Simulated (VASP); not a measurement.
# Cd (a cell with a defect) in VASP: single point with PBE

Aim: the single point of Cd (a cell with a defect) with PBE.

Everything below comes from runs of VASP 6.6.1. Logs are shortened: lines on timing, memory, paths and dates and some standing lists are left out, and cuts for length are marked.

## (1) The cell of the first run

The cell holds a defect, 17 atoms: a = 9.044 Å, b = 9.044 Å, c = 5.685 Å, α = 90.00°, β = 90.00°, γ = 60.00°.

## (2) Single point, PBE

The input, INCAR:

```
SYSTEM = Cd
PREC = Accurate
ENCUT = 520
EDIFF = 1E-7
ISMEAR = -1
SIGMA = 0.05
LREAL = Auto
LASPH = .True.
NELM = 80
ALGO = Normal
ISIF = 2
LWAVE = .False.
LCHARG = .False.
GGA = PE
NBANDS = 116
```

The input, KPOINTS:

```
regular mesh
0
Gamma
  2 2 3
  0 0 0
```

The input, POSCAR:

```
Cd
1.0
    4.5221458200      7.8325863200      0.0000000000
   -4.5221458200      7.8325863200      0.0000000000
    0.0000000000      0.0000000000      5.6854730000
Cd
17
Direct
    0.1136143521      0.1134719419      0.2549647145
    0.1136290488      0.4423778462      1.2553226442
    0.2218481769      0.5486297666      0.7539789565
    0.1136193852      0.7779478079      0.2537860966
    0.2220741437      0.8988829248      0.7529514255
    0.4424667580      0.1135832901      0.2376987807
    0.5482774965      0.2220180041      0.7463275263
    0.4442556782      0.4441342757      0.2513405657
    0.5565464952      0.5562930757      0.7511491128
    0.4442304153      0.7812118088      0.2505633216
    0.5486830482      0.8986870205      0.7454892495
    0.7780815654      0.1135693804      0.2494826728
    0.8989660916      0.2218163220      0.7515258625
    0.7813190965      0.4442136468      0.2507624256
    0.8990038529      0.5482358629      0.7519277640
    0.7779978855      0.7781111061      0.2501652897
    0.8897190759      0.8897520248      0.7513418848
```

Potentials or basis: VASP PAW PBE potentials, release 64 (Cd).

Command:

```bash
> cat potpaw_PBE.64/Cd/POTCAR > POTCAR
> mpirun -np 1 vasp_std > vasp.out
```

OUTCAR:

```text
SYSTEM = Cd
   PREC = Accurate
   ENCUT = 520
   EDIFF = 1E-7
   ISMEAR = -1
   LREAL = Auto
   LASPH = .True.
   NELM = 80
   ISIF = 2
   GGA = PE

 ion  position               nearest neighbor table
   1  0.114  0.113  0.255-   2 2.97   6 2.98  10 3.00  14 3.00  12 3.03   4 3.03  13 3.29   5 3.29
                             5 3.31  13 3.32
   2  0.114  0.442  0.255-   1 2.97   6 2.98  14 3.00   8 3.00   4 3.03  16 3.04  15 3.29   3 3.30
                             3 3.31  15 3.32
   3  0.222  0.549  0.754-  15 2.92   7 2.95  17 3.05   9 3.06   5 3.17   2 3.30   2 3.31   8 3.32
                             8 3.35   4 3.36   4 3.36
   4  0.114  0.778  0.254-   8 3.00  10 3.01   1 3.03  16 3.03   2 3.03  12 3.04  17 3.33  17 3.35
                             5 3.36   3 3.36   3 3.36   5 3.37
   5  0.222  0.899  0.753-  13 2.92  11 2.95  17 3.05   9 3.06   3 3.17   1 3.29   1 3.31  10 3.32
                            10 3.35   4 3.36   4 3.37
   6  0.442  0.114  0.238-   2 2.98   1 2.98   8 3.00  10 3.00  16 3.04  12 3.04   7 3.26  11 3.27
                            11 3.34   7 3.34
   7  0.548  0.222  0.746-  11 2.92   3 2.95  17 3.05   9 3.06  13 3.17   6 3.26   8 3.31   6 3.34
                            12 3.35   8 3.36  12 3.38
   8  0.444  0.444  0.251-   2 3.00   6 3.00  12 3.00   4 3.00  10 3.05  14 3.05   7 3.31   3 3.32
                             9 3.34   9 3.34   3 3.35   7 3.36
   9  0.557  0.556  0.751-   7 3.06  15 3.06  13 3.06  11 3.06   3 3.06   5 3.06   8 3.34  10 3.34
                            14 3.34   8 3.34  14 3.35  10 3.35
  10  0.444  0.781  0.251-   1 3.00   6 3.00  16 3.00   4 3.01  14 3.05   8 3.05  11 3.31   5 3.32
                             9 3.34   5 3.35   9 3.35  11 3.36
  11  0.549  0.899  0.745-   7 2.92   5 2.95  17 3.05   9 3.06  15 3.17   6 3.27  10 3.31  16 3.34
                             6 3.34  10 3.36  16 3.39
  12  0.778  0.114  0.249-   8 3.00  14 3.01  16 3.03   1 3.03   4 3.04   6 3.04  17 3.33  17 3.35
                             7 3.35  13 3.35  13 3.37   7 3.38
  13  0.899  0.222  0.752-   5 2.92  15 2.95  17 3.05   9 3.06   7 3.17   1 3.29   1 3.32  14 3.33
                            14 3.34  12 3.35  12 3.37
  14  0.781  0.444  0.251-   2 3.00   1 3.00  16 3.00  12 3.01  10 3.05   8 3.05  15 3.33  13 3.33
                            15 3.34  13 3.34   9 3.34   9 3.35
  15  0.899  0.548  0.752-   3 2.92  13 2.95  17 3.05   9 3.06  11 3.17   2 3.29   2 3.32  14 3.33
                            14 3.34  16 3.36  16 3.37
  16  0.778  0.778  0.250-  10 3.00  14 3.00  12 3.03   4 3.03   6 3.04   2 3.04  17 3.33  11 3.34
                            17 3.34  15 3.36  15 3.37  11 3.39
  17  0.890  0.890  0.751-  11 3.05   3 3.05  13 3.05   7 3.05  15 3.05   5 3.05   4 3.33  12 3.33
                            16 3.33  16 3.34  12 3.35   4 3.35

  LATTYP: Found a hexagonal cell.
 ALAT       =     9.0442916405
 C/A-ratio  =     0.6286255714

  Lattice vectors:

 A1 = (   4.5221458200,  -7.8325863200,   0.0000000000)
 A2 = (   4.5221458200,   7.8325863200,   0.0000000000)
 A3 = (   0.0000000000,   0.0000000000,   5.6854730000)

Analysis of symmetry for initial positions (statically):
=====================================================================
 Subroutine PRICEL returns:
 Original cell was already a primitive cell.

 Routine SETGRP: Setting up the symmetry group for a
 hexagonal supercell.

 Subroutine GETGRP returns: Found  1 space group operations
 (whereof  1 operations were pure point group operations)
 out of a pool of 24 trial point group operations.

The static configuration has the point symmetry C_1 .

Analysis of symmetry for dynamics (positions and initial velocities):
=====================================================================
 Subroutine PRICEL returns:
 Original cell was already a primitive cell.

 Routine SETGRP: Setting up the symmetry group for a
 hexagonal supercell.

 Subroutine GETGRP returns: Found  1 space group operations
 (whereof  1 operations were pure point group operations)
 out of a pool of 24 trial point group operations.

The dynamic configuration has the point symmetry C_1 .

 Subroutine INISYM returns: Found  1 space group operations
 (whereof  1 operations are pure point group operations),
 and found     1 'primitive' translations

----------------------------------------------------------------------------------------

                                     Primitive cell

  volume of cell :     402.7600

  direct lattice vectors                    reciprocal lattice vectors
     4.522145820  7.832586320  0.000000000     0.110566979  0.063835875  0.000000000
    -4.522145820  7.832586320  0.000000000    -0.110566979  0.063835875  0.000000000
[... 56 lines left out ...]
    -0.055283489  0.031917937  0.000000000     0.000000000  0.500000000  0.000000000
     0.000000000  0.000000000  0.058628954     0.000000000  0.000000000  0.333333333

  Length of vectors
     0.063835875  0.063835875  0.058628954

  Shift w.r.t. Gamma in fractional coordinates (k-lattice)
     0.000000000  0.000000000  0.000000000

 Subroutine IBZKPT returns following result:
 ===========================================

 Found      8 irreducible k-points:

 Following reciprocal coordinates:
            Coordinates               Weight
  0.000000  0.000000  0.000000      1.000000
  0.500000  0.000000  0.000000      1.000000
  0.500000  0.500000  0.000000      1.000000
  0.000000  0.500000  0.000000      1.000000
  0.000000  0.000000  0.333333      2.000000
  0.500000  0.000000  0.333333      2.000000
  0.500000  0.500000  0.333333      2.000000
  0.000000  0.500000  0.333333      2.000000
   k-points           NKPTS =      8   k-points in BZ     NKDIM =      8   number of bands    NBANDS=    116
   number of dos      NEDOS =    301   number of ions     NIONS =     17
   total plane-waves  NPLWV = 205800
   dimension x,y,z NGX =    70 NGY =   70 NGZ =   42
   dimension x,y,z NGXF=   140 NGYF=  140 NGZF=   84
   ions per type =              17
   NGX,Y,Z   is equivalent  to a cutoff of  12.87, 12.87, 12.28 a.u.
   NGXF,Y,Z  is equivalent  to a cutoff of  25.73, 25.73, 24.56 a.u.
 SYSTEM =  Cd
   PREC   = accura    normal or accurate (medium, high low for compatibility)
   ISTART =      0    job   : 0-new  1-cont  2-samecut
   ICHARG =      2    charge: 1-file 2-atom 10-const
   ISPIN  =      1    spin polarized calculation?
   LNONCOLLINEAR =      F non collinear calculations
   LSORBIT =      F    spin-orbit coupling
   LASPH  =      T    aspherical Exc in radial PAW
   ENCUT  =  520.0 eV  38.22 Ry    6.18 a.u.  16.82 16.82 10.57*2*pi/ulx,y,z
   NELM   =     80;   NELMIN=  2; NELMDL= -5     # of ELM steps
   EDIFF  = 0.1E-06   stopping-criterion for ELM
   LREAL  =      T    real-space projection
   EDIFFG = 0.1E-05   stopping-criterion for IOM
   NSW    =      0    number of steps for IOM
   IBRION =     -1    ionic relax: 0-MD 1-quasi-New 2-CG
   NFREE  =      0    steps in history (QN), initial steepest desc. (CG)
   ISIF   =      2    stress and relaxation
   ISYM   =      2    0-nonsym 1-usesym 2-fastsym
   POTIM  = 0.5000    time-step for ionic-motion
   TEBEG  =    0.0;   TEEND  =   0.0 temperature during run
   PSTRESS=    0.0 pullay stress
   NELECT =     204.0000    total number of electrons
   NUPDOWN=      -1.0000    fix difference up-down
   EMIN   =  10.00;   EMAX   =-10.00  energy-range for DOS
   EFERMI =   0.00;   METHOD = LEGACY
   ISMEAR =    -1;   SIGMA  =   0.05  broadening in eV -4-tet -1-fermi 0-gaus
   EFERMI_NEDOS =   21; number of points for ismear=-14 and -15
   IALGO  =     38    algorithm
   IMIX   =      4    mixing-type and parameters
     AMIX     =   0.40;   BMIX     =  1.00
     AMIX_MAG =   1.60;   BMIX_MAG =  1.00
  volume/ion in A,a.u.               =      23.69       159.88
  Fermi-wavevector in a.u.,A,eV,Ry     =   1.304977  2.466048 23.170236  1.702964
  Thomas-Fermi vector in A             =   2.435877
   LORBIT       =      0    0 simple, 1 ext, 2 COOP (PROOUT), +10 PAW based schemes
   GGA     = PE    functional components
   LHFCALC =     F    Hartree Fock is set to
   AEXX    =    0.0000 exact exchange contribution
   IVDW    =     0    specifies the selected vdW correction
   LEPSILON=     F    determine dielectric tensor
   LRPA    =     F    only Hartree local field effects (RPA)
 non-spin polarized calculation
  energy-cutoff  :      520.00
  volume of cell :      402.76
 maximum number of plane-waves:     10866
 NGX is ok and might be reduce to    70
   NGX = 33   NGY = 33   NGZ = 21

 number of electron     204.0000008 magnetization

 Free energy of the ion-electron system (eV)
  ---------------------------------------------------
  ext. energy  EPLUGINS =         0.00000000
  ---------------------------------------------------
  free energy    TOTEN  =       -13.08807080 eV

  energy without entropy =      -13.05737620  energy(sigma->0) =      -13.07272350

 E-fermi :   2.4669     XC(G=0): -10.5005

 val. band max:        2.4400019735   @ k =   0.0000   0.0000   0.0000
 cond. band min:       2.5093931857   @ k =   0.0000   0.0000   0.0000
 fundamental gap:      0.0693912122
 Fermi energy:         2.4669145036

 k-point     1 :       0.0000    0.0000    0.0000
  band No.  band energies     occupation
      1      -7.4072      2.00000
      2      -7.4027      2.00000
      3      -7.4025      2.00000
      4      -7.3940      2.00000
      5      -7.3742      2.00000
      6      -7.3732      2.00000
[... 925 lines left out ...]
    113       5.5017      0.00000
    114       5.6139      0.00000
 [bands above 114 left out]

------------------------ aborting loop because EDIFF is reached ----------------------------------------

  FORCE on cell =-STRESS in cart. coord.  units (eV):
  Direction    XX          YY          ZZ          XY          YZ          ZX
  --------------------------------------------------------------------------------------
  -------------------------------------------------------------------------------------
  Total       -1.0660756     -1.0797663      4.4798742     -0.0068625      0.0021805      0.0001708
  in kB       -4.2408433     -4.2953050     17.8209173     -0.0272989      0.0086741      0.0006794
  external PRESSURE =       3.0949230 kB  Pullay stress =       0.0000000 kB

 VOLUME and BASIS-vectors are now :
 -----------------------------------------------------------------------------
  energy-cutoff  :      520.00
  volume of cell :      402.76
      direct lattice vectors                 reciprocal lattice vectors
     4.522145820  7.832586320  0.000000000     0.110566979  0.063835875  0.000000000
    -4.522145820  7.832586320  0.000000000    -0.110566979  0.063835875  0.000000000
     0.000000000  0.000000000  5.685473000     0.000000000  0.000000000  0.175886861

 POSITION                                       TOTAL-FORCE (eV/Angst)
 -----------------------------------------------------------------------------------
      0.00064      1.77867      1.44960         0.000486      0.008962      0.000946
     -1.48665      4.35497      1.45163         0.005298     -0.000726      0.002637
     -1.47775      6.03484      4.28673         0.002393      0.002659     -0.003064
     -3.00419      6.98328      1.44289        -0.002200     -0.000927     -0.001599
     -3.06063      8.77999      4.28088         0.002841     -0.000260      0.001045
      1.48726      4.35531      1.35143        -0.006860     -0.006302     -0.002201
[... 9 lines left out ...]
     -0.00051     12.18836      1.42231         0.001622      0.001122     -0.000534
     -0.00015     13.93786      4.27173         0.000051      0.002428     -0.000681
 -----------------------------------------------------------------------------------
    total drift:                               -0.000206      0.002033      0.005285

  FREE ENERGIE OF THE ION-ELECTRON SYSTEM (eV)
  ---------------------------------------------------
  free  energy   TOTEN  =       -13.0880707983 eV

  energy  without entropy=      -13.0573762033  energy(sigma->0) =      -13.07272350
```

Run time: 16 min. Hardware: 1 thread of Intel Xeon 8259CL, shared host; peak memory 0.6 GiB.

Results:

- Free energy: -13.0881 eV
- Pressure: 0.3 GPa
- Largest force: 0.010 eV/Å
- Band gap on the k mesh: zero (bands 102 and 103 overlap by 1.23 eV)

Forces in eV/Å, atoms in the order of the input:
```
Cd   0.000  0.009  0.001
Cd   0.005 -0.001  0.003
Cd   0.002  0.003 -0.003
Cd  -0.002 -0.001 -0.002
Cd   0.003  0.000  0.001
Cd  -0.007 -0.006 -0.002
Cd   0.001  0.002 -0.004
Cd   0.000  0.000  0.001
Cd  -0.002 -0.001  0.001
Cd   0.001  0.000  0.000
Cd   0.000 -0.003  0.001
Cd   0.002 -0.003  0.001
Cd  -0.003 -0.001  0.004
Cd  -0.001 -0.002 -0.002
Cd  -0.002  0.000  0.002
Cd   0.002  0.001 -0.001
Cd   0.000  0.002 -0.001
```

Levels at points of the mesh, in eV from the Fermi level:
| k point | band 99 | band 100 | band 101 | band 102 | band 103 | band 104 | band 105 | band 106 |
| --- | --- | --- | --- | --- | --- | --- | --- | --- |
| (0.00, 0.00, 0.00) | -0.83 | -0.57 | -0.03 | 0.04 | 0.05 | 0.40 | 0.40 | 0.40 |
| (0.50, 0.00, 0.00) | -1.65 | -1.49 | -0.98 | -0.28 | 0.05 | 0.63 | 0.67 | 0.79 |
| (0.50, 0.50, 0.00) | -1.65 | -1.49 | -0.98 | -0.28 | 0.05 | 0.63 | 0.67 | 0.79 |
| (0.00, 0.50, 0.00) | -1.65 | -1.49 | -0.98 | -0.28 | 0.05 | 0.63 | 0.67 | 0.79 |

Caveat: the k points lie up to 0.40 Å⁻¹ apart, too coarse for converged energies and pressures of a metal.
